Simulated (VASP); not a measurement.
# LaBe2 (I4_1/amd) in VASP: relaxation of cell and atoms with PBE

Aim: the relaxation of cell and atoms of LaBe2 with PBE.

Program: VASP 6.6.1. These are calculated values, not measurements. Logs are shortened: lines on timing, memory, paths and dates and some standing lists are left out, and cuts for length are marked.

## (1) The cell of the first run

The structure is tetragonal, space group I4_1/amd (No. 141). Conventional cell: a = 3.881 Å, b = 3.881 Å, c = 12.414 Å, α = 90.00°, β = 90.00°, γ = 90.00°. Within 3.7 Å of La (site symmetry -4m2) lie 12 Be at 2.83 to 2.94 Å and 4 La at 3.66 Å. Be (site symmetry 2mm) has 3 Be at 2.09 to 2.19 Å and 6 La at 2.83 to 2.94 Å within 3.0 Å.

The cell was generated, and may not be a known phase.

## (2) Relaxation of cell and atoms, PBE

File INCAR:

```
SYSTEM = LaBe2
ALGO     = Normal         ! electronic algorithm
EDIFF    = 1E-7           ! SCF threshold, eV
EDIFFG   = -0.08          ! ionic threshold
ENCUT    = 600            ! plane-wave cutoff, eV
GGA      = PE             ! functional
IBRION   = 2              ! ionic algorithm
ISIF     = 3              ! what is computed and relaxed
ISMEAR   = 0              ! smearing method
LASPH    = .True.         ! aspherical terms in the spheres
LCHARG   = .False.        ! write CHGCAR
LREAL    = .False.        ! projectors in reciprocal space
LWAVE    = .False.        ! write WAVECAR
NELM     = 80             ! most SCF steps
NSW      = 36             ! ionic steps
PREC     = Accurate       ! precision mode
SIGMA    = 0.2            ! smearing width, eV
```

File KPOINTS:

```
k-points
0
Gamma
  6 6 6
  0 0 0
```

File POSCAR:

```
LaBe2
1.0
   -1.9406037100      1.9406037100      6.2068857700
    1.9406037100     -1.9406037100      6.2068857700
    1.9406037100      1.9406037100     -6.2068857700
La Be
2 4
Direct
    0.7500000000      0.2500000000      0.5000000000
    0.0000000000      0.0000000000      0.0000000000
    0.1658638300      0.6658638300      0.5000000000
    0.5841361700      0.5841361700      0.0000000000
    0.3341361700      0.8341361700      0.5000000000
    0.4158638300      0.4158638300      0.0000000000
```

Potentials or basis: VASP PAW PBE potentials, release 64 (La, Be).

On the command line:

```console
> cat potpaw_PBE.64/La/POTCAR potpaw_PBE.64/Be/POTCAR > POTCAR
> mpirun -np 1 vasp_std > vasp.out
```

OUTCAR:

```text
SYSTEM = LaBe2
   EDIFF = 1E-7
   EDIFFG = -0.08
   ENCUT = 600
   GGA = PE
   IBRION = 2
   ISIF = 3
   ISMEAR = 0
   LASPH = .True.
   LREAL = .False.
   NELM = 80
   NSW = 36
   PREC = Accurate

 ion  position               nearest neighbor table
   1  0.750  0.250  0.500-   4 2.83   6 2.83   6 2.83   4 2.83   3 2.94   5 2.94   5 2.94   5 2.94
                             3 2.94   5 2.94   3 2.94   3 2.94   2 3.66   2 3.66   2 3.66   2 3.66
   2  0.000  0.000  0.000-   5 2.83   3 2.83   3 2.83   5 2.83   6 2.94   4 2.94   4 2.94   4 2.94
                             6 2.94   6 2.94   4 2.94   6 2.94   1 3.66   1 3.66   1 3.66   1 3.66
   3  0.166  0.666  0.500-   5 2.09   4 2.19   4 2.19   2 2.83   2 2.83   1 2.94   1 2.94   1 2.94
                             1 2.94
   4  0.584  0.584  0.000-   6 2.09   3 2.19   3 2.19   1 2.83   1 2.83   2 2.94   2 2.94   2 2.94
                             2 2.94
   5  0.334  0.834  0.500-   3 2.09   6 2.19   6 2.19   2 2.83   2 2.83   1 2.94   1 2.94   1 2.94
                             1 2.94
   6  0.416  0.416  0.000-   4 2.09   5 2.19   5 2.19   1 2.83   1 2.83   2 2.94   2 2.94   2 2.94
                             2 2.94

  LATTYP: Found a body centered tetragonal cell.
 ALAT       =     3.8812074200
 C/A-ratio  =     3.1984303328

  Lattice vectors:

 A1 = (  -1.9406037100,   1.9406037100,   6.2068857700)
 A2 = (   1.9406037100,  -1.9406037100,   6.2068857700)
 A3 = (   1.9406037100,   1.9406037100,  -6.2068857700)

Analysis of symmetry for initial positions (statically):
=====================================================================
 Subroutine PRICEL returns:
 Original cell was already a primitive cell.

 Routine SETGRP: Setting up the symmetry group for a
 body centered tetragonal supercell.

 Subroutine GETGRP returns: Found 16 space group operations
 (whereof  8 operations were pure point group operations)
 out of a pool of 16 trial point group operations.

The static configuration has the point symmetry D_2d.
 The point group associated with its full space group is D_4h.

Analysis of symmetry for dynamics (positions and initial velocities):
=====================================================================
 Subroutine PRICEL returns:
 Original cell was already a primitive cell.

 Routine SETGRP: Setting up the symmetry group for a
 body centered tetragonal supercell.

 Subroutine GETGRP returns: Found 16 space group operations
 (whereof  8 operations were pure point group operations)
 out of a pool of 16 trial point group operations.

The dynamic configuration has the point symmetry D_2d.
 The point group associated with its full space group is D_4h.

 Subroutine INISYM returns: Found 16 space group operations
 (whereof  8 operations are pure point group operations),
 and found     1 'primitive' translations

----------------------------------------------------------------------------------------

                                     Primitive cell

  volume of cell :      93.4991

  direct lattice vectors                    reciprocal lattice vectors
    -1.940603710  1.940603710  6.206885770     0.000000000  0.257651780  0.080555695
     1.940603710 -1.940603710  6.206885770     0.257651780  0.000000000  0.080555695
     1.940603710  1.940603710 -6.206885770     0.257651780  0.257651780  0.000000000

  length of vectors
     6.786554095  6.786554095  6.786554095     0.269951217  0.269951217  0.364374642

  position of ions in fractional coordinates (direct lattice)
     0.750000000  0.250000000  0.500000000
     0.000000000  0.000000000  0.000000000
     0.165863830  0.665863830  0.500000000
     0.584136170  0.584136170  0.000000000
     0.334136170  0.834136170  0.500000000
     0.415863830  0.415863830  0.000000000

  ion indices of the primitive-cell ions
   primitive index   ion index
                 1           1
                 2           2
                 3           3
                 4           4
                 5           5
                 6           6

----------------------------------------------------------------------------------------

 KPOINTS: k-points

Automatic generation of k-mesh.
 Grid dimensions read from file:
 generate k-points for:    6    6    6

 Generating k-lattice:

  Cartesian coordinates                     Fractional coordinates (reciprocal lattice)
     0.000000000  0.042941963  0.013425949     0.166666667 -0.000000000  0.000000000
     0.042941963  0.000000000  0.013425949    -0.000000000  0.166666667  0.000000000
     0.042941963  0.042941963  0.000000000     0.000000000  0.000000000  0.166666667

  Length of vectors
     0.044991870  0.044991870  0.060729107

  Shift w.r.t. Gamma in fractional coordinates (k-lattice)
     0.000000000  0.000000000  0.000000000

 Subroutine IBZKPT returns following result:
 ===========================================

 Found     30 irreducible k-points:

 Following reciprocal coordinates:
            Coordinates               Weight
  0.000000  0.000000  0.000000      1.000000
  0.166667  0.000000  0.000000      8.000000
  0.333333  0.000000 -0.000000      8.000000
  0.500000  0.000000  0.000000      4.000000
  0.166667  0.166667  0.000000      8.000000
  0.333333  0.166667 -0.000000     16.000000
[... 16 lines left out ...]
 -0.333333 -0.333333  0.166667      8.000000
 -0.166667 -0.333333  0.166667      8.000000
 [... further k-points ...]
   k-points           NKPTS =     30   k-points in BZ     NKDIM =     30   number of bands    NBANDS=     19
   number of dos      NEDOS =    301   number of ions     NIONS =      6
   total plane-waves  NPLWV = 157464
   dimension x,y,z NGX =    54 NGY =   54 NGZ =   54
   dimension x,y,z NGXF=   108 NGYF=  108 NGZF=  108
   ions per type =               2   4
   NGX,Y,Z   is equivalent  to a cutoff of  13.23, 13.23, 13.23 a.u.
   NGXF,Y,Z  is equivalent  to a cutoff of  26.46, 26.46, 26.46 a.u.
 SYSTEM =  LaBe2
   PREC   = accura    normal or accurate (medium, high low for compatibility)
   ISTART =      0    job   : 0-new  1-cont  2-samecut
   ICHARG =      2    charge: 1-file 2-atom 10-const
   ISPIN  =      1    spin polarized calculation?
   LNONCOLLINEAR =      F non collinear calculations
   LSORBIT =      F    spin-orbit coupling
   LASPH  =      T    aspherical Exc in radial PAW
   ENCUT  =  600.0 eV  44.10 Ry    6.64 a.u.  13.55 13.55 13.55*2*pi/ulx,y,z
   NELM   =     80;   NELMIN=  2; NELMDL= -5     # of ELM steps
   EDIFF  = 0.1E-06   stopping-criterion for ELM
   LREAL  =      F    real-space projection
   EDIFFG = -.8E-01   stopping-criterion for IOM
   NSW    =     36    number of steps for IOM
   IBRION =      2    ionic relax: 0-MD 1-quasi-New 2-CG
   NFREE  =      1    steps in history (QN), initial steepest desc. (CG)
   ISIF   =      3    stress and relaxation
   ISYM   =      2    0-nonsym 1-usesym 2-fastsym
   POTIM  = 0.5000    time-step for ionic-motion
   TEBEG  =    0.0;   TEEND  =   0.0 temperature during run
   PSTRESS=    0.0 pullay stress
   NELECT =      30.0000    total number of electrons
   NUPDOWN=      -1.0000    fix difference up-down
   EMIN   =  10.00;   EMAX   =-10.00  energy-range for DOS
   EFERMI =   0.00;   METHOD = LEGACY
   ISMEAR =     0;   SIGMA  =   0.20  broadening in eV -4-tet -1-fermi 0-gaus
   EFERMI_NEDOS =   21; number of points for ismear=-14 and -15
   IALGO  =     38    algorithm
   IMIX   =      4    mixing-type and parameters
     AMIX     =   0.40;   BMIX     =  1.00
     AMIX_MAG =   1.60;   BMIX_MAG =  1.00
  volume/ion in A,a.u.               =      15.58       105.16
  Fermi-wavevector in a.u.,A,eV,Ry     =   1.120760  2.117930 17.090330  1.256104
  Thomas-Fermi vector in A             =   2.257409
   LORBIT       =      0    0 simple, 1 ext, 2 COOP (PROOUT), +10 PAW based schemes
   GGA     = PE    functional components
   LHFCALC =     F    Hartree Fock is set to
   AEXX    =    0.0000 exact exchange contribution
   IVDW    =     0    specifies the selected vdW correction
   LEPSILON=     F    determine dielectric tensor
   LRPA    =     F    only Hartree local field effects (RPA)
 conjugate gradient relaxation of ions
 non-spin polarized calculation
 Gauss-broadening in eV      SIGMA  =   0.20
  energy-cutoff  :      600.00
  volume of cell :       93.50
 maximum number of plane-waves:      3142
   NGX = 27   NGY = 27   NGZ = 27

--------------------------------------- Ionic step        1  -------------------------------------------

 number of electron      30.0000000 magnetization

 Free energy of the ion-electron system (eV)
  ---------------------------------------------------
  ext. energy  EPLUGINS =         0.00000000
  ---------------------------------------------------
  free energy    TOTEN  =       -22.50482676 eV

  energy without entropy =      -22.37689355  energy(sigma->0) =      -22.44086016

 E-fermi :   8.1095     XC(G=0): -10.4671

 val. band max:        8.1029133191   @ k =  -0.3333   0.1667   0.0000
 cond. band min:       8.1173077304   @ k =  -0.3333   0.5000   0.3333
 fundamental gap:      0.0143944113
 Fermi energy:         8.1094787290

 k-point     1 :       0.0000    0.0000    0.0000
  band No.  band energies     occupation
      1     -23.5579      2.00000
      2     -23.3637      2.00000
      3      -8.2881      2.00000
      4      -7.1240      2.00000
      5      -7.1240      2.00000
      6      -7.0619      2.00000
[... 11 lines left out ...]
     18       8.8600      0.00000
     19      10.2965      0.00000
[... 663 lines left out ...]
  energy  without entropy=      -23.3995692191  energy(sigma->0) =      -23.46211050

--------------------------------------- Ionic step        5  -------------------------------------------

 number of electron      30.0000000 magnetization

 Free energy of the ion-electron system (eV)
  ---------------------------------------------------
  ext. energy  EPLUGINS =         0.00000000
  ---------------------------------------------------
  free energy    TOTEN  =       -23.52948289 eV

  energy without entropy =      -23.40277875  energy(sigma->0) =      -23.46613082

 E-fermi :   6.1687     XC(G=0):  -9.6340

 val. band max:        6.1570398425   @ k =  -0.3333   0.3333   0.1667
 cond. band min:       6.1789242282   @ k =  -0.1667  -0.3333   0.1667
 fundamental gap:      0.0218843858
 Fermi energy:         6.1686594158

 k-point     1 :       0.0000    0.0000    0.0000
  band No.  band energies     occupation
      1     -26.0211      2.00000
      2     -25.9446      2.00000
      3     -10.2094      2.00000
      4      -9.6047      2.00000
      5      -9.6047      2.00000
      6      -9.5667      2.00000
[... 11 lines left out ...]
     18       6.6975      0.00018
     19       8.0197      0.00000
[... 539 lines left out ...]
  FREE ENERGIE OF THE ION-ELECTRON SYSTEM (eV)
  ---------------------------------------------------
  free  energy   TOTEN  =       -23.5294828879 eV

  energy  without entropy=      -23.4027787508  energy(sigma->0) =      -23.46613082

 reached required accuracy - stopping structural energy minimisation
```

Run time: 30 min. Hardware: 1 thread of Intel Xeon 8259CL, shared host; peak memory 0.49 GiB.

Results:

```yaml
Free_energy: -23.5295 eV
Relaxed_volume: 19.37 Å³/atom
Relaxed_cell: a = 7.315 Å, b = 7.315 Å, c = 7.315 Å, α = 146.91°, β = 146.91°, γ = 47.50°
Space_group_after_relaxing_to_0.1_Å: I4_1/amd (No. 141)
Energy_gained_by_relaxing: 170.8 meV/atom
Ionic_steps: 5
Pressure_after_relaxing: -0.2 GPa
Largest_force_after_relaxing: 0.018 eV/Å
Band_gap_on_the_k_mesh: zero (bands 15 and 16 overlap by 1.01 eV)
```

Forces in eV/Å, atoms in the order of the input:
```
La   0.000  0.000  0.000
La   0.000  0.000  0.000
Be   0.000  0.000 -0.018
Be   0.000  0.000  0.018
Be   0.000  0.000  0.018
Be   0.000  0.000 -0.018
```

The path:
```tsv
step	energy change (eV)	largest force (eV/Å)	pressure (GPa)	volume (Å³)
1	0.0000	0.1940	16.83	93.50
2	-1.0157	0.0244	-0.81	117.44
3	-1.0200	0.0309	0.06	115.64
4	-1.0198	0.0292	-0.17	116.12
5	-1.0247	0.0179	-0.17	116.19
```

Final structure:
```
La Be
1.0
    -2.08293    2.08293    6.69527
     2.08293   -2.08293    6.69527
     2.08293    2.08293   -6.69527
La Be
2 4
Direct
  0.75000 0.25000 0.50000
  0.00000 0.00000 0.00000
  0.16503 0.66503 0.50000
  0.58497 0.58497 0.00000
  0.33497 0.83497 0.50000
  0.41503 0.41503 0.00000
```

Caveat: the volume moved by over 15 % at a fixed basis, so the end points are rough; spin-orbit coupling is left out, which moves the levels of the heavy elements.

The gap in the log of VASP goes by the Fermi energy; the results here count the filled bands.